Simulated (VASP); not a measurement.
# Au (Fm-3m) in VASP: further runs

The runs below take Au through single point, with PBE.

All numbers are computed with VASP 6.6.1; they aren't measurements. Logs are shortened: lines on timing, memory, paths and dates and some standing lists are left out, and cuts for length are marked.

### Step 1. The cell of the first run

Symmetry: Fm-3m, No. 225, cubic system. Conventional cell: a = 4.029 Å, b = 4.029 Å, c = 4.029 Å, α = 90.00°, β = 90.00°, γ = 90.00°. Au (site symmetry m-3m) has 12 Au at 2.85 Å within 3.8 Å.

### Step 2. Single point, PBE (volume scaled by 0.91)

INCAR reads:

```
SYSTEM = Au
PREC = Accurate
ENCUT = 520
EDIFF = 1E-7
ISMEAR = 0
SIGMA = 0.1
LREAL = .FALSE.
LASPH = .TRUE.
NELM = 60
ALGO = Fast
ISIF = 2
LWAVE = .FALSE.
LCHARG = .FALSE.
GGA = PE
NBANDS = 12
```

KPOINTS reads:

```
regular mesh
0
G
  18 18 18
  0 0 0
```

POSCAR reads:

```
Au
1.0
    0.0000000000      2.0146169779      2.0146169779
    2.0146169779      0.0000000000      2.0146169779
    2.0146169779      2.0146169779      0.0000000000
Au
1
Direct
    0.0000000000      0.0000000000      0.0000000000
```

Potentials or basis: VASP PAW PBE potentials, release 64 (Au).

Launch:

```
cat potpaw_PBE.64/Au/POTCAR > POTCAR
mpirun -np 1 vasp_std > vasp.out
```

OUTCAR:

```text
SYSTEM = Au
   PREC = Accurate
   ENCUT = 520
   EDIFF = 1E-7
   ISMEAR = 0
   LREAL = .FALSE.
   LASPH = .TRUE.
   NELM = 60
   ISIF = 2
   GGA = PE

 ion  position               nearest neighbor table
   1  0.000  0.000  0.000-

  LATTYP: Found a face centered cubic cell.
 ALAT       =     4.0292339558

  Lattice vectors:

 A1 = (   0.0000000000,   2.0146169779,   2.0146169779)
 A2 = (   2.0146169779,   0.0000000000,   2.0146169779)
 A3 = (   2.0146169779,   2.0146169779,   0.0000000000)

Analysis of symmetry for initial positions (statically):
=====================================================================
 Subroutine PRICEL returns:
 Original cell was already a primitive cell.

 Routine SETGRP: Setting up the symmetry group for a
 face centered cubic supercell.

 Subroutine GETGRP returns: Found 48 space group operations
 (whereof 48 operations were pure point group operations)
 out of a pool of 48 trial point group operations.

The static configuration has the point symmetry O_h .

Analysis of symmetry for dynamics (positions and initial velocities):
=====================================================================
 Subroutine PRICEL returns:
 Original cell was already a primitive cell.

 Routine SETGRP: Setting up the symmetry group for a
 face centered cubic supercell.

 Subroutine GETGRP returns: Found 48 space group operations
 (whereof 48 operations were pure point group operations)
 out of a pool of 48 trial point group operations.

The dynamic configuration has the point symmetry O_h .

 Subroutine INISYM returns: Found 48 space group operations
 (whereof 48 operations are pure point group operations),
 and found     1 'primitive' translations

----------------------------------------------------------------------------------------

                                     Primitive cell

  volume of cell :      16.3534

  direct lattice vectors                    reciprocal lattice vectors
     0.000000000  2.014616978  2.014616978    -0.248186134  0.248186134  0.248186134
     2.014616978  0.000000000  2.014616978     0.248186134 -0.248186134  0.248186134
     2.014616978  2.014616978  0.000000000     0.248186134  0.248186134 -0.248186134

  length of vectors
     2.849098653  2.849098653  2.849098653     0.429870994  0.429870994  0.429870994

  position of ions in fractional coordinates (direct lattice)
     0.000000000  0.000000000  0.000000000

  ion indices of the primitive-cell ions
   primitive index   ion index
                 1           1

----------------------------------------------------------------------------------------

 KPOINTS: regular mesh

Automatic generation of k-mesh.
 Grid dimensions read from file:
 generate k-points for:   18   18   18

 Generating k-lattice:

  Cartesian coordinates                     Fractional coordinates (reciprocal lattice)
    -0.013788119  0.013788119  0.013788119     0.055555556  0.000000000  0.000000000
     0.013788119 -0.013788119  0.013788119     0.000000000  0.055555556  0.000000000
     0.013788119  0.013788119 -0.013788119     0.000000000  0.000000000  0.055555556

  Length of vectors
     0.023881722  0.023881722  0.023881722

  Shift w.r.t. Gamma in fractional coordinates (k-lattice)
     0.000000000  0.000000000  0.000000000

 Subroutine IBZKPT returns following result:
 ===========================================

 Found    195 irreducible k-points:

 Following reciprocal coordinates:
            Coordinates               Weight
  0.000000  0.000000  0.000000      1.000000
  0.055556  0.000000  0.000000      8.000000
  0.111111  0.000000  0.000000      8.000000
  0.166667  0.000000  0.000000      8.000000
  0.222222  0.000000  0.000000      8.000000
  0.277778  0.000000  0.000000      8.000000
[... 16 lines left out ...]
 -0.277778  0.055556  0.000000     24.000000
 -0.222222  0.055556  0.000000     24.000000
 [... further k-points ...]
   k-points           NKPTS =    195   k-points in BZ     NKDIM =    195   number of bands    NBANDS=     12
   number of dos      NEDOS =    301   number of ions     NIONS =      1
   total plane-waves  NPLWV =  13824
   dimension x,y,z NGX =    24 NGY =   24 NGZ =   24
   dimension x,y,z NGXF=    48 NGYF=   48 NGZF=   48
   ions per type =               1
   NGX,Y,Z   is equivalent  to a cutoff of  14.00, 14.00, 14.00 a.u.
   NGXF,Y,Z  is equivalent  to a cutoff of  28.01, 28.01, 28.01 a.u.
 SYSTEM =  Au
   PREC   = accura    normal or accurate (medium, high low for compatibility)
   ISTART =      0    job   : 0-new  1-cont  2-samecut
   ICHARG =      2    charge: 1-file 2-atom 10-const
   ISPIN  =      1    spin polarized calculation?
   LNONCOLLINEAR =      F non collinear calculations
   LSORBIT =      F    spin-orbit coupling
   LASPH  =      T    aspherical Exc in radial PAW
   ENCUT  =  520.0 eV  38.22 Ry    6.18 a.u.   5.30  5.30  5.30*2*pi/ulx,y,z
   NELM   =     60;   NELMIN=  2; NELMDL= -5     # of ELM steps
   EDIFF  = 0.1E-06   stopping-criterion for ELM
   LREAL  =      F    real-space projection
   EDIFFG = 0.1E-05   stopping-criterion for IOM
   NSW    =      0    number of steps for IOM
   IBRION =     -1    ionic relax: 0-MD 1-quasi-New 2-CG
   NFREE  =      0    steps in history (QN), initial steepest desc. (CG)
   ISIF   =      2    stress and relaxation
   ISYM   =      2    0-nonsym 1-usesym 2-fastsym
   POTIM  = 0.5000    time-step for ionic-motion
   TEBEG  =    0.0;   TEEND  =   0.0 temperature during run
   PSTRESS=    0.0 pullay stress
   NELECT =      11.0000    total number of electrons
   NUPDOWN=      -1.0000    fix difference up-down
   EMIN   =  10.00;   EMAX   =-10.00  energy-range for DOS
   EFERMI =   0.00;   METHOD = LEGACY
   ISMEAR =     0;   SIGMA  =   0.10  broadening in eV -4-tet -1-fermi 0-gaus
   EFERMI_NEDOS =   21; number of points for ismear=-14 and -15
   IALGO  =     68    algorithm
   IMIX   =      4    mixing-type and parameters
     AMIX     =   0.40;   BMIX     =  1.00
     AMIX_MAG =   1.60;   BMIX_MAG =  1.00
  volume/ion in A,a.u.               =      16.35       110.36
  Fermi-wavevector in a.u.,A,eV,Ry     =   1.434399  2.710621 27.993985  2.057500
  Thomas-Fermi vector in A             =   2.553812
   LORBIT       =      0    0 simple, 1 ext, 2 COOP (PROOUT), +10 PAW based schemes
   GGA     = PE    functional components
   LHFCALC =     F    Hartree Fock is set to
   AEXX    =    0.0000 exact exchange contribution
   IVDW    =     0    specifies the selected vdW correction
   LEPSILON=     F    determine dielectric tensor
   LRPA    =     F    only Hartree local field effects (RPA)
 non-spin polarized calculation
 RMM-DIIS sequential band-by-band and
 Gauss-broadening in eV      SIGMA  =   0.10
  energy-cutoff  :      520.00
  volume of cell :       16.35
 maximum number of plane-waves:       459
 NGX is ok and might be reduce to    24
   NGX = 11   NGY = 11   NGZ = 11

 number of electron      10.9999999 magnetization

 Free energy of the ion-electron system (eV)
  ---------------------------------------------------
  ext. energy  EPLUGINS =         0.00000000
  ---------------------------------------------------
  free energy    TOTEN  =        -3.14445879 eV

  energy without entropy =       -3.14301312  energy(sigma->0) =       -3.14373595

 E-fermi :  10.1800     XC(G=0): -12.9652

 val. band max:       10.1652815750   @ k =   0.5000   0.1667   0.0556
 cond. band min:      10.1973854221   @ k =   0.5000   0.2778   0.1111
 fundamental gap:      0.0321038471
 Fermi energy:        10.1800407618

 k-point     1 :       0.0000    0.0000    0.0000
  band No.  band energies     occupation
      1      -0.1223      2.00000
      2       5.2592      2.00000
      3       5.2592      2.00000
      4       5.2592      2.00000
      5       6.8883      2.00000
      6       6.8883      2.00000
      7      24.6345      0.00000
      8      28.8740      0.00000
      9      28.8740      0.00000
     10      28.8740      0.00000
     11      33.9124      0.00000
     12      39.0328      0.00000

 k-point     2 :       0.0556    0.0000    0.0000
  band No.  band energies     occupation
      1      -0.0101      2.00000
      2       5.2203      2.00000
      3       5.2992      2.00000
      4       5.2992      2.00000
      5       6.8694      2.00000
      6       6.8694      2.00000
      7      24.7767      0.00000
      8      28.1635      0.00000
      9      29.0169      0.00000
     10      29.0169      0.00000
     11      34.5638      0.00000
     12      37.6061      0.00000

 k-point     3 :       0.1111    0.0000    0.0000
  band No.  band energies     occupation
      1       0.3171      2.00000
      2       5.1215      2.00000
      3       5.4035      2.00000
      4       5.4035      2.00000
      5       6.8304      2.00000
      6       6.8304      2.00000
      7      25.1243      0.00000
      8      26.6798      0.00000
      9      29.4247      0.00000
     10      29.4247      0.00000
     11      34.5094      0.00000
     12      37.0401      0.00000
[... 286 lines left out ...]
 k-point    23 :      -0.2778    0.0556    0.0000
  band No.  band energies     occupation
      1       2.2347      2.00000
      2       5.2910      2.00000
      3       5.5259      2.00000
      4       5.5437      2.00000
      5       7.0843      2.00000
      6       7.6555      2.00000
      7      19.8490      0.00000
      8      25.4505      0.00000
      9      28.5515      0.00000
     10      31.2693      0.00000
     11      32.0589      0.00000
     12      33.6530      0.00000

 k-point    24 :      -0.2222    0.0556    0.0000
  band No.  band energies     occupation
      1       1.7338      2.00000
      2       4.9651      2.00000
      3       5.5823      2.00000
      4       5.6238      2.00000
      5       6.7806      2.00000
      6       7.3001      2.00000
      7      22.0426      0.00000
      8      25.8654      0.00000
      9      29.1517      0.00000
     10      31.2713      0.00000
     11      32.0808      0.00000
     12      33.4781      0.00000

 [... further k-points ...]
[... 5 lines left out ...]
  --------------------------------------------------------------------------------------
  -------------------------------------------------------------------------------------
  Total        1.7537651      1.7537651      1.7537651     -0.0000000     -0.0000000      0.0000000
  in kB      171.8203244    171.8203244    171.8203244     -0.0000000     -0.0000000      0.0000000
  external PRESSURE =     171.8203244 kB  Pullay stress =       0.0000000 kB

 VOLUME and BASIS-vectors are now :
 -----------------------------------------------------------------------------
  energy-cutoff  :      520.00
  volume of cell :       16.35
      direct lattice vectors                 reciprocal lattice vectors
     0.000000000  2.014616978  2.014616978    -0.248186134  0.248186134  0.248186134
     2.014616978  0.000000000  2.014616978     0.248186134 -0.248186134  0.248186134
     2.014616978  2.014616978  0.000000000     0.248186134  0.248186134 -0.248186134

 POSITION                                       TOTAL-FORCE (eV/Angst)
 -----------------------------------------------------------------------------------
      0.00000      0.00000      0.00000         0.000000      0.000000      0.000000
 -----------------------------------------------------------------------------------
    total drift:                                0.000000      0.000000      0.000000

  FREE ENERGIE OF THE ION-ELECTRON SYSTEM (eV)
  ---------------------------------------------------
  free  energy   TOTEN  =        -3.1444587907 eV

  energy  without entropy=       -3.1430131174  energy(sigma->0) =       -3.14373595
```

Run time: 62 s. Hardware: 1 thread of Intel Xeon 8259CL, shared host; peak memory 0.17 GiB.

What came out:

* Free energy: -3.1445 eV
* Pressure: 17.2 GPa

Levels at points of the mesh, in eV from the Fermi level:
```tsv
k point	band 2	band 3	band 4	band 5	band 6	band 7	band 8	band 9	band 10	band 11
(0.00, 0.00, 0.00)	-4.92	-4.92	-4.92	-3.29	-3.29	14.45	18.69	18.69	18.69	23.73
(0.50, 0.00, 0.00)	-4.96	-4.96	-2.00	-2.00	-1.15	3.30	13.92	17.44	17.44	25.56
(0.50, 0.50, 0.00)	-7.13	-2.05	-1.65	-1.65	0.90	6.12	10.13	10.13	17.67	20.40
```

Caveat: spin-orbit coupling is left out, which moves the levels of the heavy elements.

### Step 3. Single point, PBE (volume scaled by 0.94)

INCAR reads:

```
ALGO = Normal ; EDIFF = 1E-6
ENCUT = 520 ; GGA = PE
ISIF = 2 ; ISMEAR = 0
LASPH = True ; LCHARG = False
LREAL = False ; LWAVE = False
NBANDS = 12 ; NELM = 60
PREC = Accurate ; SIGMA = 0.1
```

KPOINTS reads:

```
k-points
0
Gamma
  18 18 18
```

POSCAR reads:

```
Au
1.0
    0.0000000000      2.0365167043      2.0365167043
    2.0365167043      0.0000000000      2.0365167043
    2.0365167043      2.0365167043      0.0000000000
Au
1
Direct
    0.0000000000      0.0000000000      0.0000000000
```

Potentials or basis: VASP PAW PBE potentials, release 64 (Au).

Launch:

```
cat potpaw_PBE.64/Au/POTCAR > POTCAR
mpirun -np 1 vasp_std > vasp.out
```

Wall time 52 s (1 thread of Intel Xeon 8259CL, shared host); peak memory 0.17 GiB.

It converged, with:

```yaml
Free_energy: -3.1905 eV
Pressure: 10.2 GPa
```

Levels at points of the mesh, in eV from the Fermi level:
| k point | band 2 | band 3 | band 4 | band 5 | band 6 | band 7 | band 8 | band 9 | band 10 | band 11 |
| --- | --- | --- | --- | --- | --- | --- | --- | --- | --- | --- |
| (0.00, 0.00, 0.00) | -4.72 | -4.72 | -4.72 | -3.18 | -3.18 | 14.52 | 18.58 | 18.58 | 18.58 | 23.51 |
| (0.50, 0.00, 0.00) | -4.76 | -4.76 | -1.96 | -1.96 | -0.98 | 3.14 | 13.98 | 17.22 | 17.22 | 25.08 |
| (0.50, 0.50, 0.00) | -6.81 | -2.01 | -1.64 | -1.64 | 1.01 | 5.86 | 10.05 | 10.05 | 17.32 | 19.95 |

Caveat: spin-orbit coupling is left out, which moves the levels of the heavy elements.
